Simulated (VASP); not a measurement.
# Cu3O2 (P-6m2) in VASP: single point with PBE

Aim: the single point of Cu3O2 with PBE.

All numbers are computed with VASP 6.6.1; they aren't measurements. Logs are shortened: lines on timing, memory, paths and dates and some standing lists are left out, and cuts for length are marked.

**1. The cell of the first run**

The structure is hexagonal, space group P-6m2 (No. 187). The conventional cell has a = 5.903 Å, b = 5.903 Å, c = 2.734 Å, α = 90.00°, β = 90.00°, γ = 120.00°. Within 2.4 Å of Cu (site symmetry mm2) lie 3 O at 1.82 to 2.10 Å. O (site symmetry -6m2) has 6 Cu at 2.10 Å and 2 O at 2.73 Å within 2.8 Å. O (site symmetry -6m2) has 3 Cu at 1.82 Å within 2.4 Å.

**2. Single point, PBE, collinear spin**

INCAR reads:

```
SYSTEM = Cu3O2
ALGO = Normal ; EDIFF = 1E-6
ENCUT = 520 ; GGA = PE
ISIF = 2 ; ISMEAR = 0
ISPIN = 2 ; LASPH = .True.
LCHARG = .False. ; LMAXMIX = 4
LORBIT = 11 ; LREAL = .False.
LWAVE = .False. ; MAGMOM = -0.2 -0.2 -0.2 0 -0.23
NBANDS = 34 ; NELM = 150
PREC = Accurate ; SIGMA = 0.1
```

KPOINTS reads:

```
k-points
0
Gamma
  6 6 14
  0 0 0
```

POSCAR reads:

```
Cu3O2
1.0
    5.9026886855      0.0000000000      0.0000000000
   -2.9513443428      5.1118783523      0.0000000000
    0.0000000000      0.0000000000      2.7343811321
Cu O
3 2
Direct
    0.1557521144      0.8442478856      0.5000000000
    0.1557521144      0.3115042287      0.5000000000
    0.6884957713      0.8442478856      0.5000000000
    0.0000000000      0.0000000000      0.0000000000
    0.3333333333      0.6666666667      0.5000000000
```

Potentials or basis: VASP PAW PBE potentials, release 64 (Cu, O).

Launch:

```sh
> cat potpaw_PBE.64/Cu/POTCAR potpaw_PBE.64/O/POTCAR > POTCAR
> mpirun -np 1 vasp_std > vasp.out
```

OUTCAR:

```text
SYSTEM = Cu3O2
   EDIFF = 1E-6
   ENCUT = 520
   GGA = PE
   ISIF = 2
   ISMEAR = 0
   ISPIN = 2
   LASPH = .True.
   LORBIT = 11
   LREAL = .False.
   NELM = 150
   PREC = Accurate

 ion  position               nearest neighbor table
   1  0.156  0.844  0.500-   5 1.82   4 2.10   4 2.10   3 2.76   2 2.76
   2  0.156  0.312  0.500-   5 1.82   4 2.10   4 2.10   3 2.76   1 2.76
   3  0.688  0.844  0.500-   5 1.82   4 2.10   4 2.10   2 2.76   1 2.76
   4  0.000  0.000  0.000-   3 2.10   3 2.10   2 2.10   2 2.10   1 2.10   1 2.10
   5  0.333  0.667  0.500-   1 1.82   3 1.82   2 1.82

  LATTYP: Found a hexagonal cell.
 ALAT       =     5.9026886855
 C/A-ratio  =     0.4632433248

  Lattice vectors:

 A1 = (   5.9026886855,   0.0000000000,   0.0000000000)
 A2 = (  -2.9513443428,   5.1118783523,   0.0000000000)
 A3 = (   0.0000000000,   0.0000000000,   2.7343811321)

Analysis of symmetry for initial positions (statically):
=====================================================================
 Subroutine PRICEL returns:
 Original cell was already a primitive cell.

 Routine SETGRP: Setting up the symmetry group for a
 hexagonal supercell.

 Subroutine GETGRP returns: Found 12 space group operations
 (whereof 12 operations were pure point group operations)
 out of a pool of 24 trial point group operations.

The static configuration has the point symmetry D_3h.

Analysis of symmetry for dynamics (positions and initial velocities):
=====================================================================
 Subroutine PRICEL returns:
 Original cell was already a primitive cell.

 Routine SETGRP: Setting up the symmetry group for a
 hexagonal supercell.

 Subroutine GETGRP returns: Found 12 space group operations
 (whereof 12 operations were pure point group operations)
 out of a pool of 24 trial point group operations.

The dynamic configuration has the point symmetry D_3h.

Analysis of structural, dynamic, and magnetic symmetry:
=====================================================================
 Subroutine PRICEL returns:
 Original cell was already a primitive cell.

 Routine SETGRP: Setting up the symmetry group for a
 hexagonal supercell.

 Subroutine GETGRP returns: Found 12 space group operations
 (whereof 12 operations were pure point group operations)
 out of a pool of 24 trial point group operations.

The overall configuration has the point symmetry D_3h.

 Subroutine INISYM returns: Found 12 space group operations
 (whereof 12 operations are pure point group operations),
 and found     1 'primitive' translations

----------------------------------------------------------------------------------------

                                     Primitive cell

  volume of cell :      82.5067

  direct lattice vectors                    reciprocal lattice vectors
     5.902688686  0.000000000  0.000000000     0.169414322  0.097811404  0.000000000
    -2.951344343  5.111878352  0.000000000     0.000000000  0.195622809  0.000000000
     0.000000000  0.000000000  2.734381132     0.000000000  0.000000000  0.365713466

  length of vectors
     5.902688686  5.902688686  2.734381132     0.195622809  0.195622809  0.365713466

  position of ions in fractional coordinates (direct lattice)
     0.155752114  0.844247886  0.500000000
     0.155752114  0.311504229  0.500000000
     0.688495771  0.844247886  0.500000000
     0.000000000  0.000000000  0.000000000
     0.333333333  0.666666667  0.500000000

  ion indices of the primitive-cell ions
   primitive index   ion index
                 1           1
                 2           2
                 3           3
                 4           4
                 5           5

----------------------------------------------------------------------------------------

 KPOINTS: k-points

Automatic generation of k-mesh.
 Grid dimensions read from file:
 generate k-points for:    6    6   14

 Generating k-lattice:

  Cartesian coordinates                     Fractional coordinates (reciprocal lattice)
     0.028235720  0.016301901  0.000000000     0.166666667 -0.000000000  0.000000000
     0.000000000  0.032603801  0.000000000     0.000000000  0.166666667  0.000000000
     0.000000000  0.000000000  0.026122390     0.000000000  0.000000000  0.071428571

  Length of vectors
     0.032603801  0.032603801  0.026122390

  Shift w.r.t. Gamma in fractional coordinates (k-lattice)
     0.000000000  0.000000000  0.000000000

 Subroutine IBZKPT returns following result:
 ===========================================

 Found     56 irreducible k-points:

 Following reciprocal coordinates:
            Coordinates               Weight
  0.000000  0.000000  0.000000      1.000000
  0.166667  0.000000  0.000000      6.000000
  0.333333  0.000000  0.000000      6.000000
  0.500000  0.000000  0.000000      3.000000
  0.166667  0.166667  0.000000      6.000000
  0.333333  0.166667  0.000000     12.000000
[... 16 lines left out ...]
  0.166667  0.000000  0.214286     12.000000
  0.333333  0.000000  0.214286     12.000000
 [... further k-points ...]
   k-points           NKPTS =     56   k-points in BZ     NKDIM =     56   number of bands    NBANDS=     34
   number of dos      NEDOS =    301   number of ions     NIONS =      5
   total plane-waves  NPLWV =  46080
   dimension x,y,z NGX =    48 NGY =   48 NGZ =   20
   dimension x,y,z NGXF=    96 NGYF=   96 NGZF=   40
   ions per type =               3   2
   NGX,Y,Z   is equivalent  to a cutoff of  13.52, 13.52, 12.16 a.u.
   NGXF,Y,Z  is equivalent  to a cutoff of  27.04, 27.04, 24.32 a.u.
 SYSTEM =  Cu3O2
   PREC   = accura    normal or accurate (medium, high low for compatibility)
   ISTART =      0    job   : 0-new  1-cont  2-samecut
   ICHARG =      2    charge: 1-file 2-atom 10-const
   ISPIN  =      2    spin polarized calculation?
   LNONCOLLINEAR =      F non collinear calculations
   LSORBIT =      F    spin-orbit coupling
   LASPH  =      T    aspherical Exc in radial PAW
   ENCUT  =  520.0 eV  38.22 Ry    6.18 a.u.  10.98 10.98  5.08*2*pi/ulx,y,z
   NELM   =    150;   NELMIN=  2; NELMDL= -5     # of ELM steps
   EDIFF  = 0.1E-05   stopping-criterion for ELM
   LREAL  =      F    real-space projection
   EDIFFG = 0.1E-04   stopping-criterion for IOM
   NSW    =      0    number of steps for IOM
   IBRION =     -1    ionic relax: 0-MD 1-quasi-New 2-CG
   NFREE  =      0    steps in history (QN), initial steepest desc. (CG)
   ISIF   =      2    stress and relaxation
   ISYM   =      2    0-nonsym 1-usesym 2-fastsym
   POTIM  = 0.5000    time-step for ionic-motion
   TEBEG  =    0.0;   TEEND  =   0.0 temperature during run
   PSTRESS=    0.0 pullay stress
   NELECT =      45.0000    total number of electrons
   NUPDOWN=      -1.0000    fix difference up-down
   EMIN   =  10.00;   EMAX   =-10.00  energy-range for DOS
   EFERMI =   0.00;   METHOD = LEGACY
   ISMEAR =     0;   SIGMA  =   0.10  broadening in eV -4-tet -1-fermi 0-gaus
   EFERMI_NEDOS =   21; number of points for ismear=-14 and -15
   IALGO  =     38    algorithm
   IMIX   =      4    mixing-type and parameters
     AMIX     =   0.40;   BMIX     =  1.00
     AMIX_MAG =   1.60;   BMIX_MAG =  1.00
  volume/ion in A,a.u.               =      16.50       111.36
  Fermi-wavevector in a.u.,A,eV,Ry     =   1.337568  2.527637 24.342021  1.789088
  Thomas-Fermi vector in A             =   2.466106
   LORBIT       =     11    0 simple, 1 ext, 2 COOP (PROOUT), +10 PAW based schemes
   GGA     = PE    functional components
   LHFCALC =     F    Hartree Fock is set to
   AEXX    =    0.0000 exact exchange contribution
   IVDW    =     0    specifies the selected vdW correction
   LEPSILON=     F    determine dielectric tensor
   LRPA    =     F    only Hartree local field effects (RPA)
 spin polarized calculation
 Gauss-broadening in eV      SIGMA  =   0.10
  energy-cutoff  :      520.00
  volume of cell :       82.51
 maximum number of plane-waves:      2259
 NGX is ok and might be reduce to    48
   NGX = 21   NGY = 21   NGZ = 11

 number of electron      44.9999941 magnetization      -0.8740783

 Free energy of the ion-electron system (eV)
  ---------------------------------------------------
  ext. energy  EPLUGINS =         0.00000000
  ---------------------------------------------------
  free energy    TOTEN  =       -21.98699647 eV

  energy without entropy =      -21.97165015  energy(sigma->0) =      -21.97932331

 E-fermi :   2.2663     XC(G=0):  -9.0764

 val. band max:        2.2661093705   @ k =   0.5000   0.0000   0.4286
 cond. band min:       2.2732499328   @ k =   0.1667   0.0000   0.2143
 fundamental gap:      0.0071405623
 Fermi energy:         2.2663254031

 spin component 1

 k-point     1 :       0.0000    0.0000    0.0000
  band No.  band energies     occupation
      1     -16.9456      1.00000
      2     -16.2854      1.00000
      3      -4.1302      1.00000
      4      -4.1302      1.00000
      5      -2.8339      1.00000
      6      -2.8339      1.00000
[... 26 lines left out ...]
     33      16.7201      0.00000
     34      17.9468      0.00000

 k-point     2 :       0.1667    0.0000    0.0000
  band No.  band energies     occupation
      1     -16.9274      1.00000
      2     -16.3059      1.00000
      3      -4.1134      1.00000
      4      -4.0667      1.00000
      5      -2.9577      1.00000
      6      -2.8656      1.00000
[... 26 lines left out ...]
     33      17.5549      0.00000
     34      17.7139      0.00000
[... 775 lines left out ...]
     33      14.6575      0.00000
     34      14.9247      0.00000

 k-point    24 :       0.3333    0.0000    0.2143
  band No.  band energies     occupation
      1     -16.6159      1.00000
      2     -16.1672      1.00000
      3      -3.8840      1.00000
      4      -3.6863      1.00000
      5      -3.1940      1.00000
      6      -2.8332      1.00000
[... 26 lines left out ...]
     33      14.7781      0.00000
     34      15.3919      0.00000

 [... further k-points ...]

 spin component 2

 k-point     1 :       0.0000    0.0000    0.0000
  band No.  band energies     occupation
      1     -17.1221      1.00000
      2     -16.6152      1.00000
      3      -4.2426      1.00000
      4      -4.2426      1.00000
      5      -2.9617      1.00000
      6      -2.9617      1.00000
[... 26 lines left out ...]
     33      16.7137      0.00000
     34      17.8908      0.00000

 k-point     2 :       0.1667    0.0000    0.0000
  band No.  band energies     occupation
      1     -17.0989      1.00000
      2     -16.6406      1.00000
      3      -4.2249      1.00000
      4      -4.1796      1.00000
      5      -3.0822      1.00000
      6      -2.9940      1.00000
[... 26 lines left out ...]
     33      17.5101      0.00000
     34      17.7050      0.00000
[... 775 lines left out ...]
     33      14.6244      0.00000
     34      14.9058      0.00000

 k-point    24 :       0.3333    0.0000    0.2143
  band No.  band energies     occupation
      1     -16.7759      1.00000
      2     -16.5193      1.00000
      3      -4.0165      1.00000
      4      -3.8116      1.00000
      5      -3.3153      1.00000
      6      -2.9759      1.00000
[... 26 lines left out ...]
     33      14.7588      0.00000
     34      15.3476      0.00000

 [... further k-points ...]
[... 5 lines left out ...]
  --------------------------------------------------------------------------------------
  -------------------------------------------------------------------------------------
  Total        0.2787394      0.2787394      0.0906407     -0.0000000      0.0000000      0.0000000
  in kB        5.4127695      5.4127695      1.7601293     -0.0000000      0.0000000      0.0000000
  external PRESSURE =       4.1952228 kB  Pullay stress =       0.0000000 kB

 VOLUME and BASIS-vectors are now :
 -----------------------------------------------------------------------------
  energy-cutoff  :      520.00
  volume of cell :       82.51
      direct lattice vectors                 reciprocal lattice vectors
     5.902688686  0.000000000  0.000000000     0.169414322  0.097811404  0.000000000
    -2.951344343  5.111878352  0.000000000     0.000000000  0.195622809  0.000000000
     0.000000000  0.000000000  2.734381132     0.000000000  0.000000000  0.365713466

 POSITION                                       TOTAL-FORCE (eV/Angst)
 -----------------------------------------------------------------------------------
     -1.57231      4.31569      1.36719        -0.067139      0.038763      0.000000
      0.00000      1.59237      1.36719         0.000000     -0.077525      0.000000
      1.57231      4.31569      1.36719         0.067139      0.038763      0.000000
      0.00000      0.00000      0.00000         0.000000      0.000000     -0.000000
     -0.00000      3.40792      1.36719         0.000000      0.000000     -0.000000
 -----------------------------------------------------------------------------------
    total drift:                                0.000002     -0.000001     -0.000000

  FREE ENERGIE OF THE ION-ELECTRON SYSTEM (eV)
  ---------------------------------------------------
  free  energy   TOTEN  =       -21.9869964724 eV

  energy  without entropy=      -21.9716501490  energy(sigma->0) =      -21.97932331

 total charge

# of ion       s       p       d       tot
------------------------------------------
    1        0.379   0.309   9.217   9.905
    2        0.379   0.309   9.217   9.905
    3        0.379   0.309   9.217   9.905
    4        1.569   3.353   0.000   4.923
    5        1.555   3.418   0.000   4.972
--------------------------------------------------
tot          4.260   7.699  27.652  39.611

 magnetization (x)

# of ion       s       p       d       tot
------------------------------------------
    1        0.001   0.001  -0.189  -0.187
    2        0.001   0.001  -0.189  -0.187
    3        0.001   0.001  -0.189  -0.187
    4       -0.005  -0.070   0.000  -0.075
    5       -0.005  -0.215   0.000  -0.219
--------------------------------------------------
tot         -0.007  -0.282  -0.566  -0.856
```

It took 10 min on 1 thread of AMD EPYC 7R43 (Zen 3), shared host; peak memory 0.35 GiB.

What came out:

```yaml
Free_energy: -21.9870 eV
Pressure: 0.4 GPa
Largest_force: 0.078 eV/Å
Net_moment: -0.87 μB per cell
Site_moments: Cu -0.19; O -0.07, -0.22 μB
Valence_electrons_inside_the_program's_atomic_spheres: Cu 9.90; O 4.92, 4.97
```

Forces in eV/Å, atoms in the order of the input:
```
Cu  -0.067  0.039  0.000
Cu   0.000 -0.078  0.000
Cu   0.067  0.039  0.000
O    0.000  0.000  0.000
O    0.000  0.000  0.000
```

Stress tensor (GPa, compression positive):
```
0.54 0.00 0.00
0.00 0.54 0.00
0.00 0.00 0.18
```

Levels at points of the mesh, in eV from the Fermi level:
Spin up:
```
           k point  band 19  band 20  band 21  band 22  band 23  band 24  band 25  band 26
(0.00, 0.00, 0.00)    -1.42    -1.41    -1.00    -1.00     0.11     0.99     3.53     3.53
(0.50, 0.00, 0.00)    -1.24    -1.11    -0.81    -0.23     0.44     1.60     2.25     3.73
(0.00, 0.00, 0.50)    -0.91    -0.83    -0.39    -0.20    -0.20     4.37     5.09     5.38
(0.50, 0.00, 0.50)    -0.96    -0.81    -0.17    -0.01     0.33     4.30     4.56     5.79
```
Spin down:
| k point | band 19 | band 20 | band 21 | band 22 | band 23 | band 24 | band 25 | band 26 | band 27 | band 28 |
| --- | --- | --- | --- | --- | --- | --- | --- | --- | --- | --- |
| (0.00, 0.00, 0.00) | -1.56 | -1.56 | -1.15 | -1.15 | 0.00 | 0.46 | 3.52 | 3.52 | 5.94 | 5.94 |
| (0.50, 0.00, 0.00) | -1.38 | -1.25 | -0.96 | -0.77 | -0.06 | 1.50 | 2.19 | 3.68 | 4.44 | 6.58 |
| (0.00, 0.00, 0.50) | -1.23 | -0.97 | -0.93 | -0.36 | -0.36 | 4.25 | 5.03 | 5.37 | 5.37 | 6.73 |
| (0.50, 0.00, 0.50) | -1.12 | -1.10 | -0.31 | -0.17 | -0.17 | 4.28 | 4.54 | 5.76 | 6.28 | 6.46 |
